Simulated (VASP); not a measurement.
Runs of VASP 6.6.1 on BAs. The structure is that of space group F-43m (No. 216), or close to it. The cells are those of the table. 

```tsv
task	cell	gap on the mesh (eV)	pressure (GPa)
relaxation of the atoms	atoms relaxed from a = 3.344, b = 3.344, c = 3.378 Å, angles 59.7, 59.7, 60.7°, 2 atoms	0.86	6.5
relaxation of the atoms	atoms relaxed from a = 3.332 Å, angles 60.0°, 2 atoms	1.15	9.9
relaxation of the atoms	atoms relaxed from a = 3.412, b = 3.412, c = 3.378 Å, angles 60.3, 60.3, 59.3°, 2 atoms	(b)	0.6
relaxation of the atoms	atoms relaxed from a = 3.309 Å, angles 60.0°, 2 atoms	1.13	13.7
single point	a = 3.429, b = 3.429, c = 3.378 Å, angles 60.5, 60.5, 59.0°, 2 atoms	1.00	(a)
```

Alike in all rows: level PBE; potentials or basis VASP PAW PBE potentials, release 64 (B, As); no spin polarisation; k mesh 16 × 16 × 16; cutoff (eV) 520; smearing fermi-dirac 0.02 eV.

Question: Estimate the missing entries.

Answer: (a) -0.6; (b) 1.06.

Caveats: the relaxation stopped at its first step, so nothing moved (at least some runs).

A k mesh can miss the band edges, and the runs leave out spin-orbit coupling on As.
